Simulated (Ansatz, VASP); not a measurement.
# LiF: VASP beside Ansatz

The input INCAR:

```
ALGO = Normal ; EDIFF = 1E-6
ENCUT = 520 ; GGA = CA
ISIF = 2 ; ISMEAR = 0
LASPH = True ; LCHARG = False
LREAL = False ; LWAVE = False
NBANDS = 18 ; NELM = 60
PREC = Accurate ; SIGMA = 0.05
```

File KPOINTS:

```
k-points
0
Gamma
  9 9 6
```

POSCAR

```
LiF
1.0
    2.9984347243      0.0000000000      0.0000000000
   -1.4992173621      2.5967206428      0.0000000000
    0.0000000000      0.0000000000      4.7579162205
Li F
2 2
Direct
    0.3333333333      0.6666666667      0.4026947866
    0.6666666667      0.3333333333      0.9026947866
    0.3333333333      0.6666666667      0.9910195924
    0.6666666667      0.3333333333      0.4910195924
```

Input for Ansatz:

```yaml
crystal:
  lattice:
    - [2.9984347243, 0.0, 0.0]
    - [-1.4992173621, 2.5967206428, 0.0]
    - [0.0, 0.0, 4.7579162205]
  atoms:
    - { symbol: Li, position: [0.3333333333, 0.6666666667, 0.4026947866] }
    - { symbol: Li, position: [0.6666666667, 0.3333333333, 0.9026947866] }
    - { symbol: F, position: [0.3333333333, 0.6666666667, 0.9910195924] }
    - { symbol: F, position: [0.6666666667, 0.3333333333, 0.4910195924] }
basis:
  ecutwfc: 520.0
kpoints:
  mp_grid: { grid: [9, 9, 6] }
hamiltonian:
  xc: lda
scf:
  occupations: { method: gaussian, width: 0.05 }
output:
  forces: true
  stress: true
  eigenvalues: true
```

Alike in both runs: task single point; functional LDA; k mesh 9 × 9 × 6; occupations gaussian, width 0.05 eV; no spin polarisation.

```csv
,VASP,Ansatz
version,VASP 6.6.1,Ansatz 0.2.0
potentials or method,"VASP PAW LDA potentials, release 64 (Li_sv, F), cutoff 520 eV","scalar-relativistic, plane waves, PAW"
valence electrons in the cell,20,20
```

VASP gave:

```
gap on the k mesh at the Fermi level (eV) : 7.75
least direct gap on the mesh (eV)         : 7.75
rms of the force components (eV/Å)        : 0.182
```

Task: Estimate Ansatz's values.

Result: gap on the k mesh at the Fermi level (eV): 7.77; least direct gap on the mesh (eV): 7.77; rms of the force components (eV/Å): 0.180.

LDA's correlation is that of Perdew and Zunger in VASP and of Perdew and Wang (1992) in Ansatz. Atom by atom the forces differ by 0.001 eV/Å (rms over components).

Noted on VASP's run: the cutoff is under 1.25 times that of the potentials, so the pressure is a little rough.
